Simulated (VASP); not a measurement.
Set up this calculation in VASP 6.6.1, as the native input.

```
Task                   : single point
Functional             : LDA
Potentials or basis    : VASP PAW PBE potentials, release 64 (Lu, Cd)
Cutoff                 : 520 eV
k mesh                 : 7 × 7 × 7
Occupations            : fermi-dirac, width 0.1 eV
Spin                   : no spin polarisation
Dipole correction      : no
Further INCAR settings : ALGO = Normal; EDIFF = 1e-06; NBANDS = 26
```

The structure of LuCd lies in POSCAR:

```
LuCd
1.0
    3.6409900000      0.0000000000      0.0000000000
    0.0000000000      3.6409900000      0.0000000000
    0.0000000000      0.0000000000      3.6409900000
Lu Cd
1 1
Direct
    0.4945069885      0.5000000000      0.5000000000
    0.0000000000      0.0000000000      0.0000000000
```

One way to write it, as run:

INCAR

```
PREC = Accurate ; ENCUT = 520
EDIFF = 1E-6 ; ISMEAR = -1
SIGMA = 0.1 ; LREAL = F
LASPH = T ; NELM = 60
ALGO = Normal ; ISIF = 2
LWAVE = F ; LCHARG = F
GGA = CA ; NBANDS = 26
```

KPOINTS

```
Automatic mesh
0
Gamma
  7 7 7
```

Potentials or basis: VASP PAW PBE potentials, release 64 (Lu, Cd).

Run with:

```bash
$ cat potpaw_PBE.64/Lu/POTCAR potpaw_PBE.64/Cd/POTCAR > POTCAR
$ mpirun -np 1 vasp_std > vasp.out
```

Results of the run:

* Pressure: -4.5 GPa
* Largest force: 0.057 eV/Å

Caveat: the PAW data sets were made with another functional, which shifts forces and pressure a little.

It took 27 s on 1 thread of Intel(R) Xeon(R) Platinum 8488C (Sapphire Rapids), on a shared host, peak memory 0.19 GiB.
